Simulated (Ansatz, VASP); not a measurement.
TaRu: VASP beside Ansatz

Contents of INCAR:

```
PREC = Accurate
ENCUT = 520
EDIFF = 1E-6
ISMEAR = 0
SIGMA = 0.15
LREAL = F
LASPH = T
NELM = 80
ALGO = Fast
ISIF = 2
LWAVE = F
LCHARG = F
NBANDS = 20
```

The input KPOINTS:

```
regular mesh
0
Gamma
  18 18 12
```

The input POSCAR:

```
TaRu
1.0
    1.7202868800     -2.3416130000      0.0000000000
    1.7202868800      2.3416130000      0.0000000000
    0.0000000000      0.0000000000      4.1624230000
Ta Ru
1 1
Direct
    0.5000000000      0.5000000000      0.5000000000
    0.0000000000      0.0000000000      0.0000000000
```

Input for Ansatz:

```yaml
crystal:
  lattice:
    - [1.72028688, -2.341613, 0.0]
    - [1.72028688, 2.341613, 0.0]
    - [0.0, 0.0, 4.162423]
  atoms:
    - { symbol: Ta, position: [0.5, 0.5, 0.5] }
    - { symbol: Ru, position: [0.0, 0.0, 0.0] }
basis:
  ecutwfc: 420
kpoints:
  mp_grid: { grid: [18, 18, 12] }
hamiltonian:
  xc: lda
scf:
  occupations: { method: gaussian, width: 0.15 }
output:
  forces: true
  stress: true
  eigenvalues: true
```

Change from the starting cell: strain +0.0400 x Voigt [1, 0, 0, 0, 0, 0], atoms carried along.

Alike in both runs: task single point; functional LDA; k mesh 18 × 18 × 12; occupations gaussian, width 0.15 eV; no spin polarisation.

```csv
,VASP,Ansatz
version,VASP 6.6.1,Ansatz 0.2.0
potentials or method,"VASP PAW LDA potentials, release 64 (Ta_pv, Ru_pv), cutoff 520 eV","scalar-relativistic, plane waves, PAW"
valence electrons in the cell,25,29
```

Ansatz gave:

* gap on the k mesh at the Fermi level (eV): none
* pressure (GPa): -21.7
* traceless stress, the component that is largest in VASP (GPa): -2.65

Problem. Which values does VASP return?

Solution. gap on the k mesh at the Fermi level (eV): none; pressure (GPa): -21.0; traceless stress, the component that is largest in VASP (GPa): -2.49.

LDA's correlation is that of Perdew and Zunger in VASP and of Perdew and Wang (1992) in Ansatz. A gap of «none» marks a metal or a gap that the smearing closes. VASP's potentials hold 25 valence electrons a cell and Ansatz's 29, so a difference there can come from the potentials and not from the codes.

Spin-orbit coupling is off throughout.
